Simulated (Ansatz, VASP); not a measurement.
# One calculation of TiAl3, two programs

```
Ti Al
1.0
    -1.92250    1.92250    4.31059
     1.92250   -1.92250    4.31059
     1.92250    1.92250   -4.31059
Ti Al
1 3
Direct
  0.00000 0.00000 0.00000
  0.50000 0.50000 0.00000
  0.75000 0.25000 0.50000
  0.25000 0.75000 0.50000
```

Alike in both runs: functional PBE; k mesh 16 × 16 × 16; occupations gaussian, width 0.1 eV; no spin polarisation.

Ansatz relaxed the structure, and its values are those at the end. VASP's run is a single point on that final structure, the one shown.

|  | VASP | Ansatz |
| --- | --- | --- |
| version | VASP 6.6.1 | Ansatz 0.2.0 |
| potentials or method | VASP PAW PBE potentials, release 64 (Ti_sv, Al), cutoff 520 eV | scalar-relativistic, plane waves, PAW |
| valence electrons in the cell | 21 | 21 |

```tsv
	VASP	Ansatz	Ansatz less VASP
gap on the k mesh at the Fermi level (eV)	none	none	-
pressure (GPa)	0.0	0.0	+0.02
```

A gap of «none» marks a metal or a gap that the smearing closes.
